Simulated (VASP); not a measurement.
# SrC2 (R-3m) in VASP: notebook

The runs below take SrC2 through single point, with LDA.

All numbers are computed with VASP 6.6.1; they aren't measurements. Logs are shortened: lines on timing, memory, paths and dates and some standing lists are left out, and cuts for length are marked.

### Step 1. The cell of the first run

The structure is trigonal, space group R-3m (No. 166). Conventional cell: a = 5.035 Å, b = 5.035 Å, c = 6.920 Å, α = 90.00°, β = 90.00°, γ = 120.00°. Within 3.7 Å of Sr (site symmetry -3m) lie 14 C at 2.83 to 3.41 Å. C (site symmetry 3m) has 1 C at 1.27 Å within 1.7 Å.

### Step 2. Single point, LDA

Contents of INCAR:

```
ALGO = Normal
EDIFF = 1E-6
ENCUT = 520
GGA = CA
ISIF = 2
ISMEAR = 0
LASPH = T
LCHARG = F
LREAL = F
LWAVE = F
NBANDS = 16
NELM = 80
PREC = Accurate
SIGMA = 0.01
```

Contents of KPOINTS:

```
k-points
0
Gamma
  6 6 6
```

Contents of POSCAR:

```
SrC2
1.0
    2.5173256000      1.4533786100      2.3066623900
   -2.5173256000      1.4533786100      2.3066623900
    0.0000000000     -2.9067572300      2.3066623900
Sr C
1 2
Direct
    0.0000000000      0.0000000000      0.0000000000
    0.5915580000      0.5915580000      0.5915580000
    0.4084420000      0.4084420000      0.4084420000
```

Potentials or basis: VASP PAW LDA potentials, release 64 (Sr_sv, C).

Started as:

```sh
cat potpaw_LDA.64/Sr_sv/POTCAR potpaw_LDA.64/C/POTCAR > POTCAR
mpirun -np 1 vasp_std > vasp.out
```

OUTCAR:

```text
EDIFF = 1E-6
   ENCUT = 520
   GGA = CA
   ISIF = 2
   ISMEAR = 0
   LASPH = T
   LREAL = F
   NELM = 80
   PREC = Accurate

 ion  position               nearest neighbor table
   1  0.000  0.000  0.000-   2 2.83   3 2.83   2 2.95   3 2.95   2 2.95   2 2.95   3 2.95   3 2.95
                             2 3.41   3 3.41   3 3.41   2 3.41   3 3.41   2 3.41
   2  0.592  0.592  0.592-   3 1.27   1 2.83   1 2.95   1 2.95   1 2.95   1 3.41   1 3.41   1 3.41

   3  0.408  0.408  0.408-   2 1.27   1 2.83   1 2.95   1 2.95   1 2.95   1 3.41   1 3.41   1 3.41

  LATTYP: Found a trigonal (rhomboedric) cell.
 ALAT       =     3.7107854885
 COS(alpha) =     0.0795990011

  Lattice vectors:

 A1 = (   2.5173256000,   1.4533786100,   2.3066623900)
 A2 = (  -2.5173256000,   1.4533786100,   2.3066623900)
 A3 = (   0.0000000000,  -2.9067572300,   2.3066623900)

Analysis of symmetry for initial positions (statically):
=====================================================================
 Subroutine PRICEL returns:
 Original cell was already a primitive cell.

 Routine SETGRP: Setting up the symmetry group for a
 trigonal (rhombohedral) supercell.

 Subroutine GETGRP returns: Found 12 space group operations
 (whereof 12 operations were pure point group operations)
 out of a pool of 12 trial point group operations.

The static configuration has the point symmetry D_3d.

Analysis of symmetry for dynamics (positions and initial velocities):
=====================================================================
 Subroutine PRICEL returns:
 Original cell was already a primitive cell.

 Routine SETGRP: Setting up the symmetry group for a
 trigonal (rhombohedral) supercell.

 Subroutine GETGRP returns: Found 12 space group operations
 (whereof 12 operations were pure point group operations)
 out of a pool of 12 trial point group operations.

The dynamic configuration has the point symmetry D_3d.

 Subroutine INISYM returns: Found 12 space group operations
 (whereof 12 operations are pure point group operations),
 and found     1 'primitive' translations

----------------------------------------------------------------------------------------

                                     Primitive cell

  volume of cell :      50.6353

  direct lattice vectors                    reciprocal lattice vectors
     2.517325600  1.453378610  2.306662390     0.198623492  0.114675326  0.144508939
    -2.517325600  1.453378610  2.306662390    -0.198623492  0.114675326  0.144508939
     0.000000000 -2.906757230  2.306662390     0.000000000 -0.229350653  0.144508938

  length of vectors
     3.710785489  3.710785489  3.710785493     0.271080348  0.271080348  0.271080348

  position of ions in fractional coordinates (direct lattice)
     0.000000000  0.000000000  0.000000000
     0.591558000  0.591558000  0.591558000
     0.408442000  0.408442000  0.408442000

  ion indices of the primitive-cell ions
   primitive index   ion index
                 1           1
                 2           2
                 3           3

----------------------------------------------------------------------------------------

 KPOINTS: k-points

Automatic generation of k-mesh.
 Grid dimensions read from file:
 generate k-points for:    6    6    6

 Generating k-lattice:

  Cartesian coordinates                     Fractional coordinates (reciprocal lattice)
     0.033103915  0.019112554  0.024084823     0.166666667 -0.000000000  0.000000000
    -0.033103915  0.019112554  0.024084823    -0.000000000  0.166666667  0.000000000
     0.000000000 -0.038225109  0.024084823     0.000000000  0.000000000  0.166666667

  Length of vectors
     0.045180058  0.045180058  0.045180058

  Shift w.r.t. Gamma in fractional coordinates (k-lattice)
     0.000000000  0.000000000  0.000000000

 Subroutine IBZKPT returns following result:
 ===========================================

 Found     32 irreducible k-points:

 Following reciprocal coordinates:
            Coordinates               Weight
  0.000000  0.000000  0.000000      1.000000
  0.166667 -0.000000  0.000000      6.000000
  0.333333  0.000000  0.000000      6.000000
  0.500000  0.000000  0.000000      3.000000
  0.166667  0.166667  0.000000      6.000000
  0.333333  0.166667  0.000000     12.000000
[... 16 lines left out ...]
  0.500000  0.500000  0.166667      6.000000
 -0.333333  0.500000  0.166667     12.000000
 [... further k-points ...]
   k-points           NKPTS =     32   k-points in BZ     NKDIM =     32   number of bands    NBANDS=     16
   number of dos      NEDOS =    301   number of ions     NIONS =      3
   total plane-waves  NPLWV =  21952
   dimension x,y,z NGX =    28 NGY =   28 NGZ =   28
   dimension x,y,z NGXF=    56 NGYF=   56 NGZF=   56
   ions per type =               1   2
   NGX,Y,Z   is equivalent  to a cutoff of  12.54, 12.54, 12.54 a.u.
   NGXF,Y,Z  is equivalent  to a cutoff of  25.09, 25.09, 25.09 a.u.
 SYSTEM =  unknown system
   PREC   = accura    normal or accurate (medium, high low for compatibility)
   ISTART =      0    job   : 0-new  1-cont  2-samecut
   ICHARG =      2    charge: 1-file 2-atom 10-const
   ISPIN  =      1    spin polarized calculation?
   LNONCOLLINEAR =      F non collinear calculations
   LSORBIT =      F    spin-orbit coupling
   LASPH  =      T    aspherical Exc in radial PAW
   ENCUT  =  520.0 eV  38.22 Ry    6.18 a.u.   6.90  6.90  6.90*2*pi/ulx,y,z
   NELM   =     80;   NELMIN=  2; NELMDL= -5     # of ELM steps
   EDIFF  = 0.1E-05   stopping-criterion for ELM
   LREAL  =      F    real-space projection
   EDIFFG = 0.1E-04   stopping-criterion for IOM
   NSW    =      0    number of steps for IOM
   IBRION =     -1    ionic relax: 0-MD 1-quasi-New 2-CG
   NFREE  =      0    steps in history (QN), initial steepest desc. (CG)
   ISIF   =      2    stress and relaxation
   ISYM   =      2    0-nonsym 1-usesym 2-fastsym
   POTIM  = 0.5000    time-step for ionic-motion
   TEBEG  =    0.0;   TEEND  =   0.0 temperature during run
   PSTRESS=    0.0 pullay stress
   NELECT =      18.0000    total number of electrons
   NUPDOWN=      -1.0000    fix difference up-down
   EMIN   =  10.00;   EMAX   =-10.00  energy-range for DOS
   EFERMI =   0.00;   METHOD = LEGACY
   ISMEAR =     0;   SIGMA  =   0.01  broadening in eV -4-tet -1-fermi 0-gaus
   EFERMI_NEDOS =   21; number of points for ismear=-14 and -15
   IALGO  =     38    algorithm
   IMIX   =      4    mixing-type and parameters
     AMIX     =   0.40;   BMIX     =  1.00
     AMIX_MAG =   1.60;   BMIX_MAG =  1.00
  volume/ion in A,a.u.               =      16.88       113.90
  Fermi-wavevector in a.u.,A,eV,Ry     =   1.159706  2.191526 18.298716  1.344918
  Thomas-Fermi vector in A             =   2.296296
   LORBIT       =      0    0 simple, 1 ext, 2 COOP (PROOUT), +10 PAW based schemes
   GGA     = CA    functional components
   LHFCALC =     F    Hartree Fock is set to
   AEXX    =    0.0000 exact exchange contribution
   IVDW    =     0    specifies the selected vdW correction
   LEPSILON=     F    determine dielectric tensor
   LRPA    =     F    only Hartree local field effects (RPA)
 non-spin polarized calculation
 Gauss-broadening in eV      SIGMA  =   0.01
  energy-cutoff  :      520.00
  volume of cell :       50.64
 maximum number of plane-waves:      1388
   NGX = 13   NGY = 13   NGZ = 13

 number of electron      17.9999999 magnetization

 Free energy of the ion-electron system (eV)
  ---------------------------------------------------
  ext. energy  EPLUGINS =         0.00000000
  ---------------------------------------------------
  free energy    TOTEN  =       -21.43871840 eV

  energy without entropy =      -21.43871840  energy(sigma->0) =      -21.43871840

 E-fermi :   1.8476     XC(G=0):  -9.9952

 val. band max:        1.7684534075   @ k =  -0.3333   0.5000   0.3333
 cond. band min:       3.3700863301   @ k =   0.0000   0.0000   0.0000
 fundamental gap:      1.6016329226
 Fermi energy:         1.8475959658

 k-point     1 :       0.0000    0.0000    0.0000
  band No.  band energies     occupation
      1     -32.0289      2.00000
      2     -14.0054      2.00000
      3     -14.0054      2.00000
      4     -13.9063      2.00000
      5     -10.8798      2.00000
      6      -0.7757      2.00000
[... 8 lines left out ...]
     15      10.2221      0.00000
     16      11.1708      0.00000

 k-point     2 :       0.1667   -0.0000    0.0000
  band No.  band energies     occupation
      1     -32.0208      2.00000
      2     -14.1432      2.00000
      3     -13.9938      2.00000
      4     -13.9163      2.00000
      5     -10.7326      2.00000
      6      -1.4788      2.00000
[... 8 lines left out ...]
     15       9.9231      0.00000
     16      10.4751      0.00000

 k-point     3 :       0.3333    0.0000    0.0000
  band No.  band energies     occupation
      1     -32.0044      2.00000
      2     -14.4257      2.00000
      3     -13.9704      2.00000
      4     -13.8978      2.00000
      5     -10.4543      2.00000
      6      -2.3757      2.00000
[... 8 lines left out ...]
     15       9.5159      0.00000
     16       9.9629      0.00000

 k-point     4 :       0.5000    0.0000    0.0000
  band No.  band energies     occupation
      1     -31.9962      2.00000
      2     -14.5571      2.00000
      3     -13.9586      2.00000
      4     -13.8863      2.00000
      5     -10.3186      2.00000
      6      -2.7516      2.00000
[... 8 lines left out ...]
     15       9.2888      0.00000
     16       9.7749      0.00000
[... 324 lines left out ...]
 k-point    22 :      -0.1667    0.3333    0.1667
  band No.  band energies     occupation
      1     -31.9888      2.00000
      2     -14.3527      2.00000
      3     -14.0937      2.00000
      4     -14.0015      2.00000
      5     -10.4218      2.00000
      6      -2.1163      2.00000
[... 8 lines left out ...]
     15       9.3911      0.00000
     16       9.9538      0.00000

 k-point    23 :       0.5000    0.5000    0.1667
  band No.  band energies     occupation
      1     -31.9582      2.00000
      2     -14.3561      2.00000
      3     -14.3346      2.00000
      4     -13.9832      2.00000
      5     -10.3842      2.00000
      6      -2.3146      2.00000
[... 8 lines left out ...]
     15      11.0251      0.00000
     16      11.0349      0.00000

 k-point    24 :      -0.3333    0.5000    0.1667
  band No.  band energies     occupation
      1     -31.9656      2.00000
      2     -14.3817      2.00000
      3     -14.2504      2.00000
      4     -13.9983      2.00000
      5     -10.3847      2.00000
      6      -2.3015      2.00000
[... 8 lines left out ...]
     15       9.9716      0.00000
     16      10.7350      0.00000

 [... further k-points ...]
[... 5 lines left out ...]
  --------------------------------------------------------------------------------------
  -------------------------------------------------------------------------------------
  Total       -1.5350756     -1.5350756     -2.0098955     -0.0000000      0.0000000      0.0000000
  in kB      -48.5721043    -48.5721044    -63.5961188     -0.0000000      0.0000001      0.0000000
  external PRESSURE =     -53.5801092 kB  Pullay stress =       0.0000000 kB

 VOLUME and BASIS-vectors are now :
 -----------------------------------------------------------------------------
  energy-cutoff  :      520.00
  volume of cell :       50.64
      direct lattice vectors                 reciprocal lattice vectors
     2.517325600  1.453378610  2.306662390     0.198623492  0.114675326  0.144508939
    -2.517325600  1.453378610  2.306662390    -0.198623492  0.114675326  0.144508939
     0.000000000 -2.906757230  2.306662390     0.000000000 -0.229350653  0.144508938

 POSITION                                       TOTAL-FORCE (eV/Angst)
 -----------------------------------------------------------------------------------
      0.00000      0.00000      0.00000         0.000000     -0.000000      0.000000
      0.00000     -0.00000      4.09357         0.000000      0.000000     -0.448535
      0.00000     -0.00000      2.82641         0.000000     -0.000000      0.448535
 -----------------------------------------------------------------------------------
    total drift:                               -0.000000      0.000000      0.000000

  FREE ENERGIE OF THE ION-ELECTRON SYSTEM (eV)
  ---------------------------------------------------
  free  energy   TOTEN  =       -21.4387183967 eV

  energy  without entropy=      -21.4387183967  energy(sigma->0) =      -21.43871840
```

Wall time 24 s (1 thread of Intel Xeon Platinum 8375C at 2.90GHz (Ice Lake), shared host); peak memory 0.15 GiB.

What came out:

```
Free energy            : -21.4387 eV
Pressure               : -5.4 GPa
Largest force          : 0.449 eV/Å
Band gap on the k mesh : 1.60 eV, indirect (least direct gap 2.43 eV)
```

Forces on the atoms (eV/Å):
```
Sr   0.000  0.000  0.000
C    0.000  0.000 -0.449
C    0.000  0.000  0.449
```

Stress tensor (GPa, compression positive):
```
-4.86  0.00  0.00
 0.00 -4.86  0.00
 0.00  0.00 -6.36
```

### Step 3. Single point, LDA

Contents of INCAR:

```
PREC = Accurate ; ENCUT = 520
EDIFF = 1E-6 ; ISMEAR = 0
SIGMA = 0.01 ; LREAL = False
LASPH = True ; NELM = 60
ALGO = Normal ; ISIF = 2
LWAVE = False ; LCHARG = False
NBANDS = 16
```

Contents of KPOINTS:

```
Automatic mesh
0
Gamma
  6 6 6
```

POSCAR is that of step 2.

Potentials or basis: VASP PAW LDA potentials, release 64 (Sr_sv, C).

Started as:

```sh
cat potpaw_LDA.64/Sr_sv/POTCAR potpaw_LDA.64/C/POTCAR > POTCAR
mpirun -np 1 vasp_std > vasp.out
```

Run time: 24 s. Hardware: 1 thread of Intel Xeon Platinum 8375C at 2.90GHz (Ice Lake), shared host; peak memory 0.15 GiB.

It converged, with:

```yaml
Free_energy: -21.4387 eV
Pressure: -5.4 GPa
Largest_force: 0.449 eV/Å
Band_gap_on_the_k_mesh: 1.60 eV, indirect (least direct gap 2.43 eV)
```

Forces in eV/Å, atoms in the order of the input:
```
Sr   0.000  0.000  0.000
C    0.000  0.000 -0.449
C    0.000  0.000  0.449
```

Stress tensor (GPa, compression positive):
```
-4.86  0.00  0.00
 0.00 -4.86  0.00
 0.00  0.00 -6.36
```

Levels at points of the mesh, in eV from the valence-band top:
```
           k point  band 7  band 8  band 9  band 10  band 11  band 12
(0.00, 0.00, 0.00)   -2.28   -0.82   -0.82     1.60     1.60     6.06
(0.50, 0.00, 0.00)   -1.77   -1.07   -1.03     3.56     3.91     5.86
(0.50, 0.50, 0.00)   -2.48   -1.53   -0.77     2.12     4.59     5.38
(0.50, 0.50, 0.50)   -3.07   -3.07   -0.04     5.53     5.53     7.67
```

A k mesh can miss the band edges. A hybrid or GW would open this gap; LDA tends to underestimate it.
